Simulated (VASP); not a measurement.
# BaZrO3 (Pm-3m) in VASP: further runs

Aim: see how the results for BaZrO3 move with the level of theory and the settings. Levels: PBE, r2SCAN. Tasks: single point.

All numbers are computed with VASP 6.6.1; they aren't measurements. Logs are shortened: lines on timing, memory, paths and dates and some standing lists are left out, and cuts for length are marked.

## Step 1: The cell of the first run

It takes space group Pm-3m (No. 221, cubic). Conventional cell: a = 4.205 Å, b = 4.205 Å, c = 4.205 Å, α = 90.00°, β = 90.00°, γ = 90.00°. Ba (site symmetry m-3m) has 12 O at 2.97 Å and 8 Zr at 3.64 Å within 3.9 Å. Within 2.8 Å of Zr (site symmetry m-3m) lie 6 O at 2.10 Å. O (site symmetry 4/mmm) has 2 Zr at 2.10 Å within 2.8 Å.

## Step 2: Single point, PBE

Input file INCAR:

```
SYSTEM = BaZrO3
ALGO     = Normal         ! electronic algorithm
EDIFF    = 1E-7           ! SCF threshold, eV
ENCUT    = 520            ! plane-wave cutoff, eV
GGA      = PE             ! functional
ISIF     = 2              ! what is computed and relaxed
ISMEAR   = -1             ! smearing method
LASPH    = .True.         ! aspherical terms in the spheres
LCHARG   = .True.         ! write CHGCAR
LELF     = .True.         ! ELF
LREAL    = .False.        ! projectors in reciprocal space
LVHAR    = .True.       
LWAVE    = .False.        ! write WAVECAR
NBANDS   = 28             ! bands
NELM     = 80             ! most SCF steps
PREC     = Accurate       ! precision mode
SIGMA    = 0.02           ! smearing width, eV
```

Input file KPOINTS:

```
k-points
0
Gamma
  6 6 6
  0 0 0
```

Input file POSCAR:

```
BaZrO3
1.0
    4.2053549142      0.0000000000      0.0000000000
    0.0000000000      4.2053549142      0.0000000000
    0.0000000000      0.0000000000      4.2053549142
Ba Zr O
1 1 3
Direct
    0.0000000000      0.0000000000      0.0000000000
    0.5000000000      0.5000000000      0.5000000000
    0.5000000000      0.5000000000      0.0000000000
    0.5000000000      0.0000000000      0.5000000000
    0.0000000000      0.5000000000      0.5000000000
```

Potentials or basis: VASP PAW PBE potentials, release 64 (Ba_sv, Zr_sv, O).

On the command line:

```bash
$ cat potpaw_PBE.64/Ba_sv/POTCAR potpaw_PBE.64/Zr_sv/POTCAR potpaw_PBE.64/O/POTCAR > POTCAR
$ mpirun -np 1 vasp_std > vasp.out
```

OUTCAR:

```text
SYSTEM = BaZrO3
   EDIFF = 1E-7
   ENCUT = 520
   GGA = PE
   ISIF = 2
   ISMEAR = -1
   LASPH = .True.
   LREAL = .False.
   NELM = 80
   PREC = Accurate

 ion  position               nearest neighbor table
   1  0.000  0.000  0.000-   3 2.97   4 2.97   5 2.97   4 2.97   5 2.97   3 2.97   5 2.97   5 2.97
                             3 2.97   4 2.97   4 2.97   3 2.97   2 3.64   2 3.64   2 3.64   2 3.64
   2  0.500  0.500  0.500-   3 2.10   4 2.10   5 2.10   3 2.10   4 2.10   5 2.10   1 3.64   1 3.64
                             1 3.64   1 3.64   1 3.64   1 3.64   1 3.64   1 3.64
   3  0.500  0.500  0.000-   2 2.10   2 2.10   1 2.97   1 2.97   1 2.97   1 2.97
   4  0.500  0.000  0.500-   2 2.10   2 2.10   1 2.97   1 2.97   1 2.97   1 2.97
   5  0.000  0.500  0.500-   2 2.10   2 2.10   1 2.97   1 2.97   1 2.97   1 2.97

  LATTYP: Found a simple cubic cell.
 ALAT       =     4.2053549142

  Lattice vectors:

 A1 = (   4.2053549142,   0.0000000000,   0.0000000000)
 A2 = (   0.0000000000,   4.2053549142,   0.0000000000)
 A3 = (   0.0000000000,   0.0000000000,   4.2053549142)

Analysis of symmetry for initial positions (statically):
=====================================================================
 Subroutine PRICEL returns:
 Original cell was already a primitive cell.

 Routine SETGRP: Setting up the symmetry group for a
 simple cubic supercell.

 Subroutine GETGRP returns: Found 48 space group operations
 (whereof 48 operations were pure point group operations)
 out of a pool of 48 trial point group operations.

The static configuration has the point symmetry O_h .

Analysis of symmetry for dynamics (positions and initial velocities):
=====================================================================
 Subroutine PRICEL returns:
 Original cell was already a primitive cell.

 Routine SETGRP: Setting up the symmetry group for a
 simple cubic supercell.

 Subroutine GETGRP returns: Found 48 space group operations
 (whereof 48 operations were pure point group operations)
 out of a pool of 48 trial point group operations.

The dynamic configuration has the point symmetry O_h .

 Subroutine INISYM returns: Found 48 space group operations
 (whereof 48 operations are pure point group operations),
 and found     1 'primitive' translations

----------------------------------------------------------------------------------------

[... 93 lines left out ...]
   EDIFF  = 0.1E-06   stopping-criterion for ELM
   LREAL  =      F    real-space projection
   EDIFFG = 0.1E-05   stopping-criterion for IOM
   NSW    =      0    number of steps for IOM
   IBRION =     -1    ionic relax: 0-MD 1-quasi-New 2-CG
   NFREE  =      0    steps in history (QN), initial steepest desc. (CG)
   ISIF   =      2    stress and relaxation
   ISYM   =      2    0-nonsym 1-usesym 2-fastsym
   POTIM  = 0.5000    time-step for ionic-motion
   TEBEG  =    0.0;   TEEND  =   0.0 temperature during run
   PSTRESS=    0.0 pullay stress
   NELECT =      40.0000    total number of electrons
   NUPDOWN=      -1.0000    fix difference up-down
   EMIN   =  10.00;   EMAX   =-10.00  energy-range for DOS
   EFERMI =   0.00;   METHOD = LEGACY
   ISMEAR =    -1;   SIGMA  =   0.02  broadening in eV -4-tet -1-fermi 0-gaus
   EFERMI_NEDOS =   21; number of points for ismear=-14 and -15
   IALGO  =     38    algorithm
   IMIX   =      4    mixing-type and parameters
     AMIX     =   0.40;   BMIX     =  1.00
     AMIX_MAG =   1.60;   BMIX_MAG =  1.00
  volume/ion in A,a.u.               =      14.87       100.38
  Fermi-wavevector in a.u.,A,eV,Ry     =   1.331350  2.515886 24.116221  1.772492
  Thomas-Fermi vector in A             =   2.460368
   LORBIT       =      0    0 simple, 1 ext, 2 COOP (PROOUT), +10 PAW based schemes
   GGA     = PE    functional components
   LHFCALC =     F    Hartree Fock is set to
   AEXX    =    0.0000 exact exchange contribution
   IVDW    =     0    specifies the selected vdW correction
   LEPSILON=     F    determine dielectric tensor
   LRPA    =     F    only Hartree local field effects (RPA)
 non-spin polarized calculation
  energy-cutoff  :      520.00
  volume of cell :       74.37
 maximum number of plane-waves:      2016
 NGX is ok and might be reduce to    32
   NGX = 15   NGY = 15   NGZ = 15

 number of electron      39.9999994 magnetization

 Free energy of the ion-electron system (eV)
  ---------------------------------------------------
  ext. energy  EPLUGINS =         0.00000000
  ---------------------------------------------------
  free energy    TOTEN  =       -41.70662605 eV

  energy without entropy =      -41.70662605  energy(sigma->0) =      -41.70662605

 E-fermi :   4.1906     XC(G=0): -10.7207

 val. band max:        3.7179086654   @ k =   0.5000   0.5000   0.5000
 cond. band min:       6.8853003427   @ k =   0.0000   0.0000   0.0000
 fundamental gap:      3.1673916773
 Fermi energy:         4.1906375325

 k-point     1 :       0.0000    0.0000    0.0000
  band No.  band energies     occupation
      1     -43.3637      2.00000
      2     -21.6285      2.00000
      3     -21.5112      2.00000
      4     -21.5112      2.00000
      5     -21.5112      2.00000
      6     -12.6366      2.00000
[... 609 lines left out ...]
     27      12.7963      0.00000
     28      12.7963      0.00000

------------------------ aborting loop because EDIFF is reached ----------------------------------------

  FORCE on cell =-STRESS in cart. coord.  units (eV):
  Direction    XX          YY          ZZ          XY          YZ          ZX
  --------------------------------------------------------------------------------------
  -------------------------------------------------------------------------------------
  Total        1.5849116      1.5849116      1.5849116      0.0000000      0.0000000      0.0000000
  in kB       34.1434714     34.1434714     34.1434714      0.0000000      0.0000000      0.0000000
  external PRESSURE =      34.1434714 kB  Pullay stress =       0.0000000 kB

 VOLUME and BASIS-vectors are now :
 -----------------------------------------------------------------------------
  energy-cutoff  :      520.00
  volume of cell :       74.37
      direct lattice vectors                 reciprocal lattice vectors
     4.205354914  0.000000000  0.000000000     0.237792058  0.000000000  0.000000000
     0.000000000  4.205354914  0.000000000     0.000000000  0.237792058  0.000000000
     0.000000000  0.000000000  4.205354914     0.000000000  0.000000000  0.237792058

 POSITION                                       TOTAL-FORCE (eV/Angst)
 -----------------------------------------------------------------------------------
      0.00000      0.00000      0.00000         0.000000      0.000000      0.000000
      2.10268      2.10268      2.10268         0.000000      0.000000      0.000000
      2.10268      2.10268      0.00000         0.000000      0.000000      0.000000
      2.10268      0.00000      2.10268         0.000000      0.000000      0.000000
      0.00000      2.10268      2.10268         0.000000      0.000000      0.000000
 -----------------------------------------------------------------------------------
    total drift:                                0.000000     -0.000000     -0.000000

  FREE ENERGIE OF THE ION-ELECTRON SYSTEM (eV)
  ---------------------------------------------------
  free  energy   TOTEN  =       -41.7066260511 eV

  energy  without entropy=      -41.7066260511  energy(sigma->0) =      -41.70662605
```

It took 19 s on 1 thread of Intel Xeon 6975P-C (Granite Rapids), shared host; peak memory 0.19 GiB.

Results:

```yaml
Free_energy: -41.7066 eV
Pressure: 3.4 GPa
Band_gap_on_the_k_mesh: 3.17 eV, indirect (least direct gap 3.40 eV)
```

Caveat: spin-orbit coupling is left out, which moves the levels of the heavy elements. A k mesh can miss the band edges.

## Step 3: Single point, PBE

This run uses another cell than the first one, of 15.11 Å³/atom, 1.016 times its volume.

Input file INCAR:

```
PREC = Accurate
ENCUT = 520
EDIFF = 1E-7
ISMEAR = -1
SIGMA = 0.02
LREAL = False
LASPH = True
NELM = 100
ALGO = Normal
ISIF = 2
LWAVE = False
LCHARG = False
GGA = PE
NBANDS = 28
```

Input file KPOINTS:

```
regular mesh
0
Gamma
  6 6 6
```

POSCAR: that of step 2 with these lines changed.

```diff
@@ -2,5 +2,5 @@
 1.0
-    4.2053549142      0.0000000000      0.0000000000
-    0.0000000000      4.2053549142      0.0000000000
-    0.0000000000      0.0000000000      4.2053549142
+    4.2272580619      0.0000000000      0.0000000000
+    0.0000000000      4.2272580619      0.0000000000
+    0.0000000000      0.0000000000      4.2272580619
 Ba Zr O
```

Potentials or basis: VASP PAW PBE potentials, release 64 (Ba_sv, Zr_sv, O).

On the command line:

```bash
$ cat potpaw_PBE.64/Ba_sv/POTCAR potpaw_PBE.64/Zr_sv/POTCAR potpaw_PBE.64/O/POTCAR > POTCAR
$ mpirun -np 1 vasp_std > vasp.out
```

It took 24 s on 1 thread of Intel Xeon 6975P-C (Granite Rapids), shared host; peak memory 0.2 GiB.

The run converged. Its results:

```yaml
Free_energy: -41.7235 eV
Pressure: 0.9 GPa
Band_gap_on_the_k_mesh: 3.13 eV, indirect (least direct gap 3.38 eV)
```

Levels at points of the mesh, in eV from the valence-band top:
```
           k point  band 17  band 18  band 19  band 20  band 21  band 22  band 23  band 24
(0.00, 0.00, 0.00)    -0.95    -0.25    -0.25    -0.25     3.13     3.13     3.13     4.62
(0.50, 0.00, 0.00)    -1.69    -1.61    -0.49    -0.49     3.55     5.54     5.54     6.34
(0.50, 0.50, 0.00)    -0.93    -0.93    -0.85    -0.07     5.51     5.51     6.31     6.34
(0.50, 0.50, 0.50)    -2.52     0.00     0.00     0.00     5.88     5.88     5.88     6.78
```

Caveat: spin-orbit coupling is left out, which moves the levels of the heavy elements.

## Step 4: Single point, r2SCAN

POSCAR: that of step 3 with these lines changed.

```diff
@@ -2,5 +2,5 @@
 1.0
-    4.2272580619      0.0000000000      0.0000000000
-    0.0000000000      4.2272580619      0.0000000000
-    0.0000000000      0.0000000000      4.2272580619
+    4.2053549142      0.0000000000      0.0000000000
+    0.0000000000      4.2053549142      0.0000000000
+    0.0000000000      0.0000000000      4.2053549142
 Ba Zr O
```

Input file INCAR.step1:

```
PREC = Accurate
ENCUT = 520
ISMEAR = -1
SIGMA = 0.02
LREAL = False
LASPH = True
NELM = 60
NBANDS = 28
GGA = PE
ALGO = Normal
EDIFF = 1E-4
LWAVE = True
LCHARG = False
```

Input file INCAR.step2:

```
PREC = Accurate
ENCUT = 520
EDIFF = 1E-6
ISMEAR = -1
SIGMA = 0.02
LREAL = False
LASPH = True
NELM = 60
ALGO = Normal
ISIF = 2
LWAVE = False
LCHARG = False
METAGGA = R2SCAN
LMIXTAU = True
NBANDS = 28
ISTART = 1
```

Input file KPOINTS:

```
Automatic mesh
0
Gamma
  6 6 6
```

On the command line:

```bash
$ cat potpaw_PBE.64/Ba_sv/POTCAR potpaw_PBE.64/Zr_sv/POTCAR potpaw_PBE.64/O/POTCAR > POTCAR
$ cp INCAR.step1 INCAR
$ mpirun -np 1 vasp_std > vasp.out
$ cp INCAR.step2 INCAR
$ mpirun -np 1 vasp_std > vasp.out
```

Wall time 64 s (1 thread of Intel Xeon 6975P-C (Granite Rapids), shared host); peak memory 0.21 GiB.

Results (log left out):

```
Free energy            : -85.1057 eV
Pressure               : 1.0 GPa
Band gap on the k mesh : 3.68 eV, indirect (least direct gap 3.93 eV)
```

Levels at points of the mesh, in eV from the valence-band top:
| k point | band 16 | band 17 | band 18 | band 19 | band 20 | band 21 | band 22 | band 23 | band 24 | band 25 |
| --- | --- | --- | --- | --- | --- | --- | --- | --- | --- | --- |
| (0.00, 0.00, 0.00) | -1.00 | -1.00 | -0.25 | -0.25 | -0.25 | 3.68 | 3.68 | 3.68 | 5.15 | 5.15 |
| (0.50, 0.00, 0.00) | -1.71 | -1.71 | -1.66 | -0.50 | -0.50 | 4.11 | 6.16 | 6.16 | 6.93 | 7.25 |
| (0.50, 0.50, 0.00) | -2.36 | -0.94 | -0.94 | -0.85 | -0.07 | 6.13 | 6.13 | 6.93 | 7.08 | 8.22 |
| (0.50, 0.50, 0.50) | -2.55 | -2.55 | 0.00 | 0.00 | 0.00 | 6.58 | 6.58 | 6.58 | 7.46 | 7.46 |

Caveat: the PAW data sets were made with another functional, which shifts forces and pressure a little; spin-orbit coupling is left out, which moves the levels of the heavy elements. A k mesh can miss the band edges.

## Step 5: The runs side by side

```csv
level,cell,gap on the mesh (eV),pressure (GPa)
PBE,"a = 4.205 Å, 5 atoms",3.17,3.4
PBE,"a = 4.227 Å, 5 atoms",3.13,0.9
r2SCAN,"a = 4.205 Å, 5 atoms",3.68,1.0
```

Alike in all rows: task single point; potentials or basis VASP PAW PBE potentials, release 64 (Ba_sv, Zr_sv, O); no spin polarisation; k mesh 6 × 6 × 6; cutoff (eV) 520; smearing fermi-dirac 0.02 eV.

Caveats: spin-orbit coupling is left out, which moves the levels of the heavy elements; the PAW data sets were made with another functional, which shifts forces and pressure a little (some runs).

Absolute energies hang on the potentials; compare differences alone.
